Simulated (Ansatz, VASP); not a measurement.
**Si in VASP and in Ansatz**

Contents of INCAR:

```
SYSTEM = Si
PREC     = Accurate       ! precision mode
ENCUT    = 520            ! plane-wave cutoff, eV
EDIFF    = 1E-6           ! SCF threshold, eV
ISMEAR   = -1             ! smearing method
SIGMA    = 0.1            ! smearing width, eV
LREAL    = .False.        ! projectors in reciprocal space
LASPH    = .True.         ! aspherical terms in the spheres
NELM     = 100            ! most SCF steps
ALGO     = Normal         ! electronic algorithm
ISIF     = 2              ! what is computed and relaxed
LWAVE    = .False.        ! write WAVECAR
LCHARG   = .False.        ! write CHGCAR
GGA      = PS             ! functional
NBANDS   = 11             ! bands
```

KPOINTS

```
Automatic mesh
0
Gamma
  15 15 8
  0 0 0
```

File POSCAR:

```
Si
1.0
    2.6043617427      0.0000000000      0.0000000000
   -1.3021808713      2.2554434298      0.0000000000
    0.0000000000      0.0000000000      4.3822051155
Si
2
Direct
    0.3333333333      0.6666666667      0.2500000000
    0.6666666667      0.3333333333      0.7500000000
```

Input for Ansatz:

```yaml
crystal:
  lattice:
    - [2.6043617427, 0.0, 0.0]
    - [-1.3021808713, 2.2554434298, 0.0]
    - [0.0, 0.0, 4.3822051155]
  atoms:
    - { symbol: Si, position: [0.3333333333, 0.6666666667, 0.25] }
    - { symbol: Si, position: [0.6666666667, 0.3333333333, 0.75] }
hamiltonian:
  xc: pbesol
  pseudopotentials:
    kind: paw
    azcp:
      Si: "pseudopotentials/Si.paw.azcp"
basis:
  ecutwfc: 420
  fft_grid_basis: typed
kpoints:
  mp_grid: { grid: [15, 15, 8], shift: [0, 0, 0] }
magnetization:
  spin_polarized: false
scf:
  occupations: { method: fermi_dirac, width: 0.1 }
  lower_state_search: "off"
output:
  stress: true
```

Alike in both runs: task single point; functional PBEsol; k mesh 15 × 15 × 8; occupations fermi-dirac, width 0.1 eV; no spin polarisation.

```csv
,VASP,Ansatz
version,VASP 6.6.1,Ansatz 0.2.0
potentials or method,"VASP PAW PBE potentials, release 64 (Si), cutoff 520 eV","plane waves (420 eV) with PAW, scalar-relativistic"
valence electrons in the cell,8,8
```

```tsv
	VASP	Ansatz	Ansatz less VASP
pressure (GPa)	9.4	9.2	-0.19
traceless stress, the component that is largest in VASP (GPa)	0.91	0.91	-0.004
```

VASP's potentials were made for PBE, not for PBEsol, and Ansatz warns of the same on its side. The functional is the same, so the differences come from potentials, cutoffs and numerics.
